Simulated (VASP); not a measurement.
**Ir: single point with r2SCAN**

Ir:

```
Ir
1.0
     0.00000    1.91560    1.91560
     1.91560    0.00000    1.91560
     1.91560    1.91560    0.00000
Ir
1
Direct
  0.00000 0.00000 0.00000
```

| Quantity | Value |
| --- | --- |
| Program | VASP 6.6.1 |
| Task | single point |
| Functional | r2SCAN |
| Potentials or basis | VASP PAW PBE potentials, release 64 (Ir_sv_GW) |
| Cutoff | 620 eV |
| k mesh | 18 × 18 × 18 |
| Occupations | gaussian, width 0.1 eV |
| Spin | no spin polarisation |
| Dipole correction | no |
| Further INCAR settings | ALGO = Normal; EDIFF = 1e-06; NBANDS = 14 |

| Quantity | Value |
| --- | --- |
| Pressure | 3.0 GPa |
| Band gap on the k mesh | zero (an odd number of electrons rules out a gap without spin polarisation) |

Levels at points of the mesh, in eV from the Fermi level:
| k point | band 4 | band 5 | band 6 | band 7 | band 8 | band 9 | band 10 | band 11 | band 12 | band 13 |
| --- | --- | --- | --- | --- | --- | --- | --- | --- | --- | --- |
| (0.00, 0.00, 0.00) | -50.91 | -11.61 | -4.08 | -4.08 | -4.08 | -1.34 | -1.34 | 14.20 | 20.04 | 20.04 |
| (0.50, 0.00, 0.00) | -51.03 | -8.51 | -4.23 | -4.23 | -0.75 | 0.91 | 0.91 | 7.73 | 13.96 | 20.03 |
| (0.50, 0.50, 0.00) | -51.22 | -8.31 | -7.73 | 0.82 | 1.56 | 1.56 | 1.72 | 11.18 | 12.05 | 12.05 |

Run time: 88 s on 1 thread of Intel(R) Xeon(R) Platinum 8488C (Sapphire Rapids) (shared host), peak memory 0.19 GiB.

Caveat: the PAW data sets were made with another functional, which shifts forces and pressure a little; spin-orbit coupling is left out, which moves the levels of the heavy elements.
